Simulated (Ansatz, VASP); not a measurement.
Two plane-wave programs on As

```
As
1.0
     1.87788    1.08420    3.55940
    -1.87788    1.08420    3.55940
     0.00000   -2.16839    3.55940
As
2
Direct
  0.77371 0.77371 0.77371
  0.22629 0.22629 0.22629
```

Alike in both runs: task single point; functional PBE; k mesh 16 × 16 × 16; occupations fermi-dirac, width 0.1 eV; no spin polarisation.

|  | VASP | Ansatz |
| --- | --- | --- |
| version | VASP 6.6.1 | Ansatz 0.2.0 |
| potentials or method | VASP PAW PBE potentials, release 64 (As), cutoff 520 eV | plane waves (420 eV) with PAW, scalar-relativistic |
| valence electrons in the cell | 10 | 30 |

Ansatz gave:

```
pressure (GPa)                                                : 3.1
traceless stress, the component that is largest in VASP (GPa) : -0.61
```

Q: Estimate VASP's values.

A: Pressure (GPa): 3.4; traceless stress, the component that is largest in VASP (GPa): -0.69.

VASP's potentials hold 10 valence electrons a cell and Ansatz's 30, so a difference there can come from the potentials and not from the codes.
